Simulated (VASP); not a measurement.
# Cu3N (Pm-3m) in VASP: single point with PBEsol

Aim: the single point of Cu3N with PBEsol.

Everything below comes from runs of VASP 6.6.1. Logs are shortened: lines on timing, memory, paths and dates and some standing lists are left out, and cuts for length are marked.

## Step 1: The cell of the first run

The structure is cubic, space group Pm-3m (No. 221). Conventional cell: a = 3.807 Å, b = 3.807 Å, c = 3.807 Å, α = 90.00°, β = 90.00°, γ = 90.00°. Cu (site symmetry 4/mmm) has 2 N at 1.90 Å within 2.5 Å. Within 2.5 Å of N (site symmetry m-3m) lie 6 Cu at 1.90 Å.

## Step 2: Single point, PBEsol

Input file INCAR:

```
ALGO = Normal
EDIFF = 1E-6
ENCUT = 600
GGA = PS
GGA_COMPAT = F
ISIF = 2
ISMEAR = 0
LASPH = T
LCHARG = F
LREAL = F
LWAVE = F
NBANDS = 27
NELM = 120
PREC = Accurate
SIGMA = 0.01
```

Input file KPOINTS:

```
k-points
0
Gamma
  6 6 6
```

Input file POSCAR:

```
Cu3N
1.0
    3.8070000000      0.0000000000      0.0000000000
    0.0000000000      3.8070000000      0.0000000000
    0.0000000000      0.0000000000      3.8070000000
Cu N
3 1
Direct
    0.5000000000      0.0000000000      0.0000000000
    0.0000000000      0.5000000000      0.0000000000
    0.0000000000      0.0000000000      0.5000000000
    0.0000000000      0.0000000000      0.0000000000
```

Potentials or basis: VASP PAW PBE potentials, release 64 (Cu, N).

The run is started by

```
$ cat potpaw_PBE.64/Cu/POTCAR potpaw_PBE.64/N/POTCAR > POTCAR
$ mpirun -np 1 vasp_std > vasp.out
```

OUTCAR:

```text
EDIFF = 1E-6
   ENCUT = 600
   GGA = PS
   ISIF = 2
   ISMEAR = 0
   LASPH = T
   LREAL = F
   NELM = 120
   PREC = Accurate

 ion  position               nearest neighbor table
   1  0.500  0.000  0.000-   4 1.90   4 1.90   2 2.69   3 2.69   2 2.69   2 2.69   3 2.69   3 2.69
                             3 2.69   2 2.69
   2  0.000  0.500  0.000-   4 1.90   4 1.90   1 2.69   3 2.69   1 2.69   3 2.69   3 2.69   3 2.69
                             1 2.69   1 2.69
   3  0.000  0.000  0.500-   4 1.90   4 1.90   1 2.69   1 2.69   2 2.69   2 2.69   2 2.69   2 2.69
                             1 2.69   1 2.69
   4  0.000  0.000  0.000-   1 1.90   2 1.90   3 1.90   3 1.90   2 1.90   1 1.90

  LATTYP: Found a simple cubic cell.
 ALAT       =     3.8070000000

  Lattice vectors:

 A1 = (   3.8070000000,   0.0000000000,   0.0000000000)
 A2 = (   0.0000000000,   3.8070000000,   0.0000000000)
 A3 = (   0.0000000000,   0.0000000000,   3.8070000000)

Analysis of symmetry for initial positions (statically):
=====================================================================
 Subroutine PRICEL returns:
 Original cell was already a primitive cell.

 Routine SETGRP: Setting up the symmetry group for a
 simple cubic supercell.

 Subroutine GETGRP returns: Found 48 space group operations
 (whereof 48 operations were pure point group operations)
 out of a pool of 48 trial point group operations.

The static configuration has the point symmetry O_h .

Analysis of symmetry for dynamics (positions and initial velocities):
=====================================================================
 Subroutine PRICEL returns:
 Original cell was already a primitive cell.

 Routine SETGRP: Setting up the symmetry group for a
 simple cubic supercell.

 Subroutine GETGRP returns: Found 48 space group operations
 (whereof 48 operations were pure point group operations)
 out of a pool of 48 trial point group operations.

The dynamic configuration has the point symmetry O_h .

 Subroutine INISYM returns: Found 48 space group operations
 (whereof 48 operations are pure point group operations),
 and found     1 'primitive' translations

----------------------------------------------------------------------------------------

                                     Primitive cell

  volume of cell :      55.1758

  direct lattice vectors                    reciprocal lattice vectors
     3.807000000  0.000000000  0.000000000     0.262674022  0.000000000  0.000000000
     0.000000000  3.807000000  0.000000000     0.000000000  0.262674022  0.000000000
     0.000000000  0.000000000  3.807000000     0.000000000  0.000000000  0.262674022

  length of vectors
     3.807000000  3.807000000  3.807000000     0.262674022  0.262674022  0.262674022

  position of ions in fractional coordinates (direct lattice)
     0.500000000  0.000000000  0.000000000
     0.000000000  0.500000000  0.000000000
     0.000000000  0.000000000  0.500000000
     0.000000000  0.000000000  0.000000000

  ion indices of the primitive-cell ions
   primitive index   ion index
                 1           1
                 2           2
                 3           3
                 4           4

----------------------------------------------------------------------------------------

 KPOINTS: k-points

Automatic generation of k-mesh.
 Grid dimensions read from file:
 generate k-points for:    6    6    6

 Generating k-lattice:

  Cartesian coordinates                     Fractional coordinates (reciprocal lattice)
     0.043779004  0.000000000  0.000000000     0.166666667  0.000000000  0.000000000
     0.000000000  0.043779004  0.000000000     0.000000000  0.166666667  0.000000000
     0.000000000  0.000000000  0.043779004     0.000000000  0.000000000  0.166666667

  Length of vectors
     0.043779004  0.043779004  0.043779004

  Shift w.r.t. Gamma in fractional coordinates (k-lattice)
     0.000000000  0.000000000  0.000000000

 Subroutine IBZKPT returns following result:
 ===========================================

 Found     20 irreducible k-points:

 Following reciprocal coordinates:
            Coordinates               Weight
  0.000000  0.000000  0.000000      1.000000
  0.166667  0.000000  0.000000      6.000000
  0.333333  0.000000  0.000000      6.000000
  0.500000  0.000000  0.000000      3.000000
  0.166667  0.166667  0.000000     12.000000
  0.333333  0.166667  0.000000     24.000000
[... 12 lines left out ...]
  0.500000  0.500000  0.333333      6.000000
  0.500000  0.500000  0.500000      1.000000
   k-points           NKPTS =     20   k-points in BZ     NKDIM =     20   number of bands    NBANDS=     27
   number of dos      NEDOS =    301   number of ions     NIONS =      4
   total plane-waves  NPLWV =  27000
   dimension x,y,z NGX =    30 NGY =   30 NGZ =   30
   dimension x,y,z NGXF=    60 NGYF=   60 NGZF=   60
   ions per type =               3   1
   NGX,Y,Z   is equivalent  to a cutoff of  13.10, 13.10, 13.10 a.u.
   NGXF,Y,Z  is equivalent  to a cutoff of  26.20, 26.20, 26.20 a.u.
 SYSTEM =  unknown system
   PREC   = accura    normal or accurate (medium, high low for compatibility)
   ISTART =      0    job   : 0-new  1-cont  2-samecut
   ICHARG =      2    charge: 1-file 2-atom 10-const
   ISPIN  =      1    spin polarized calculation?
   LNONCOLLINEAR =      F non collinear calculations
   LSORBIT =      F    spin-orbit coupling
   LASPH  =      T    aspherical Exc in radial PAW
   ENCUT  =  600.0 eV  44.10 Ry    6.64 a.u.   7.60  7.60  7.60*2*pi/ulx,y,z
   NELM   =    120;   NELMIN=  2; NELMDL= -5     # of ELM steps
   EDIFF  = 0.1E-05   stopping-criterion for ELM
   LREAL  =      F    real-space projection
   EDIFFG = 0.1E-04   stopping-criterion for IOM
   NSW    =      0    number of steps for IOM
   IBRION =     -1    ionic relax: 0-MD 1-quasi-New 2-CG
   NFREE  =      0    steps in history (QN), initial steepest desc. (CG)
   ISIF   =      2    stress and relaxation
   ISYM   =      2    0-nonsym 1-usesym 2-fastsym
   POTIM  = 0.5000    time-step for ionic-motion
   TEBEG  =    0.0;   TEEND  =   0.0 temperature during run
   PSTRESS=    0.0 pullay stress
   NELECT =      38.0000    total number of electrons
   NUPDOWN=      -1.0000    fix difference up-down
   EMIN   =  10.00;   EMAX   =-10.00  energy-range for DOS
   EFERMI =   0.00;   METHOD = LEGACY
   ISMEAR =     0;   SIGMA  =   0.01  broadening in eV -4-tet -1-fermi 0-gaus
   EFERMI_NEDOS =   21; number of points for ismear=-14 and -15
   IALGO  =     38    algorithm
   IMIX   =      4    mixing-type and parameters
     AMIX     =   0.40;   BMIX     =  1.00
     AMIX_MAG =   1.60;   BMIX_MAG =  1.00
  volume/ion in A,a.u.               =      13.79        93.09
  Fermi-wavevector in a.u.,A,eV,Ry     =   1.445728  2.732029 28.437924  2.090128
  Thomas-Fermi vector in A             =   2.563877
   LORBIT       =      0    0 simple, 1 ext, 2 COOP (PROOUT), +10 PAW based schemes
   GGA     = PS    functional components
   LHFCALC =     F    Hartree Fock is set to
   AEXX    =    0.0000 exact exchange contribution
   IVDW    =     0    specifies the selected vdW correction
   LEPSILON=     F    determine dielectric tensor
   LRPA    =     F    only Hartree local field effects (RPA)
 non-spin polarized calculation
 Gauss-broadening in eV      SIGMA  =   0.01
  energy-cutoff  :      600.00
  volume of cell :       55.18
 maximum number of plane-waves:      1856
   NGX = 15   NGY = 15   NGZ = 15

 number of electron      37.9999955 magnetization

 Free energy of the ion-electron system (eV)
  ---------------------------------------------------
  ext. energy  EPLUGINS =         0.00000000
  ---------------------------------------------------
  free energy    TOTEN  =       -20.41465270 eV

  energy without entropy =      -20.41465270  energy(sigma->0) =      -20.41465270

 E-fermi :   4.9017     XC(G=0): -11.0252

 val. band max:        4.8204818529   @ k =   0.5000   0.5000   0.5000
 cond. band min:       4.9581972459   @ k =   0.5000   0.5000   0.0000
 fundamental gap:      0.1377153930
 Fermi energy:         4.9016710969

 k-point     1 :       0.0000    0.0000    0.0000
  band No.  band energies     occupation
      1     -12.0340      2.00000
      2      -0.4870      2.00000
      3      -0.0203      2.00000
      4      -0.0203      2.00000
      5      -0.0203      2.00000
      6       0.9178      2.00000
[... 19 lines left out ...]
     26      17.0508      0.00000
     27      17.0509      0.00000

 k-point     2 :       0.1667    0.0000    0.0000
  band No.  band energies     occupation
      1     -11.9342      2.00000
      2      -1.0644      2.00000
      3      -0.2784      2.00000
      4      -0.2784      2.00000
      5      -0.1159      2.00000
      6       0.9459      2.00000
[... 19 lines left out ...]
     26      15.6405      0.00000
     27      15.9887      0.00000

 k-point     3 :       0.3333    0.0000    0.0000
  band No.  band energies     occupation
      1     -11.7196      2.00000
      2      -2.2540      2.00000
      3      -0.6084      2.00000
      4      -0.6084      2.00000
      5       0.3992      2.00000
      6       1.0057      2.00000
[... 19 lines left out ...]
     26      14.6223      0.00000
     27      14.6273      0.00000

 k-point     4 :       0.5000    0.0000    0.0000
  band No.  band energies     occupation
      1     -11.6034      2.00000
      2      -2.7533      2.00000
      3      -0.7349      2.00000
      4      -0.7349      2.00000
      5       0.9114      2.00000
      6       1.0378      2.00000
[... 19 lines left out ...]
     26      14.0502      0.00000
     27      14.0502      0.00000
[... 396 lines left out ...]
      4      -2.5327      2.00000
      5       1.3186      2.00000
      6       1.6508      2.00000
[... 19 lines left out ...]
     26      13.0012      0.00000
     27      17.4517      0.00000

 k-point    19 :       0.5000    0.5000    0.3333
  band No.  band energies     occupation
      1     -10.8273      2.00000
      2      -2.9823      2.00000
      3      -2.9823      2.00000
      4      -2.6037      2.00000
      5       1.2582      2.00000
      6       1.7454      2.00000
[... 19 lines left out ...]
     26      12.8162      0.00000
     27      16.6244      0.00000

 k-point    20 :       0.5000    0.5000    0.5000
  band No.  band energies     occupation
      1     -10.7019      2.00000
      2      -3.0217      2.00000
      3      -3.0217      2.00000
      4      -3.0217      2.00000
      5       1.1804      2.00000
      6       1.7903      2.00000
[... 19 lines left out ...]
     26      12.8519      0.00000
     27      15.5028      0.00000

------------------------ aborting loop because EDIFF is reached ----------------------------------------

  FORCE on cell =-STRESS in cart. coord.  units (eV):
  Direction    XX          YY          ZZ          XY          YZ          ZX
  --------------------------------------------------------------------------------------
  -------------------------------------------------------------------------------------
  Total       -1.1252176     -1.1252176     -1.1252176      0.0000000     -0.0000000      0.0000000
  in kB      -32.6737125    -32.6737125    -32.6737125      0.0000000     -0.0000000      0.0000000
  external PRESSURE =     -32.6737125 kB  Pullay stress =       0.0000000 kB

 VOLUME and BASIS-vectors are now :
 -----------------------------------------------------------------------------
  energy-cutoff  :      600.00
  volume of cell :       55.18
      direct lattice vectors                 reciprocal lattice vectors
     3.807000000  0.000000000  0.000000000     0.262674022  0.000000000  0.000000000
     0.000000000  3.807000000  0.000000000     0.000000000  0.262674022  0.000000000
     0.000000000  0.000000000  3.807000000     0.000000000  0.000000000  0.262674022

 POSITION                                       TOTAL-FORCE (eV/Angst)
 -----------------------------------------------------------------------------------
      1.90350      0.00000      0.00000         0.000000      0.000000      0.000000
      0.00000      1.90350      0.00000         0.000000      0.000000      0.000000
      0.00000      0.00000      1.90350         0.000000      0.000000      0.000000
      0.00000      0.00000      0.00000         0.000000      0.000000      0.000000
 -----------------------------------------------------------------------------------
    total drift:                                0.000000      0.000000      0.000000

  FREE ENERGIE OF THE ION-ELECTRON SYSTEM (eV)
  ---------------------------------------------------
  free  energy   TOTEN  =       -20.4146527025 eV

  energy  without entropy=      -20.4146527025  energy(sigma->0) =      -20.41465270
```

Run time: 16 s. Hardware: 1 thread of Intel Xeon 6975P-C (Granite Rapids), shared host; peak memory 0.18 GiB.

What came out:

```
Free energy            : -20.4147 eV
Pressure               : -3.3 GPa
Band gap on the k mesh : 0.14 eV (least direct gap 0.69 eV)
```

Levels at points of the mesh, in eV from the valence-band top:
| k point | band 16 | band 17 | band 18 | band 19 | band 20 | band 21 | band 22 | band 23 |
| --- | --- | --- | --- | --- | --- | --- | --- | --- |
| (0.00, 0.00, 0.00) | -1.83 | -1.83 | -1.83 | -1.79 | 1.00 | 5.26 | 5.26 | 6.57 |
| (0.50, 0.00, 0.00) | -2.19 | -1.83 | -1.42 | -1.42 | 1.56 | 3.31 | 6.76 | 7.17 |
| (0.50, 0.50, 0.00) | -2.15 | -1.08 | -1.08 | -0.69 | 0.14 | 3.55 | 4.82 | 4.82 |
| (0.50, 0.50, 0.50) | -1.87 | 0.00 | 0.00 | 0.00 | 0.75 | 0.75 | 0.75 | 6.05 |

Caveat: the cell stands under tension; the PAW data sets were made with another functional, which shifts forces and pressure a little.
